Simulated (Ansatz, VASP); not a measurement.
## Two plane-wave programs on WSe2

```
Se W
1.0
     3.24728    0.00000    0.00000
    -1.62364    2.81223    0.00000
     0.00000    0.00000   16.62925
Se W
2 1
Direct
  0.33333 0.66667 0.89988
  0.33333 0.66667 0.10012
  0.00000 0.00000 0.00000
```

Alike in both runs: functional LDA; k mesh 12 × 12 × 2; occupations gaussian, width 0.02 eV; no spin polarisation.

Ansatz relaxed the structure, and its values are those at the end. VASP's run is a single point on that final structure, the one shown.

```csv
,VASP,Ansatz
version,VASP 6.6.1,Ansatz 0.2.0
potentials or method,"VASP PAW LDA potentials, release 64 (Se, W_sv), cutoff 520 eV","scalar-relativistic, plane waves, PAW"
valence electrons in the cell,26,46
```

|  | VASP | Ansatz | Ansatz less VASP |
| --- | --- | --- | --- |
| gap on the k mesh at the Fermi level (eV) | 1.70 | 1.69 | -0.006 |
| least direct gap on the mesh (eV) | 1.75 | 1.74 | -0.004 |
| rms of the force components (eV/Å) | 0.049 | 0.000 | -0.0483 |

LDA's correlation is that of Perdew and Zunger in VASP and of Perdew and Wang (1992) in Ansatz. VASP's potentials hold 26 valence electrons a cell and Ansatz's 46, so a difference there can come from the potentials and not from the codes.

Spin-orbit coupling is off throughout.
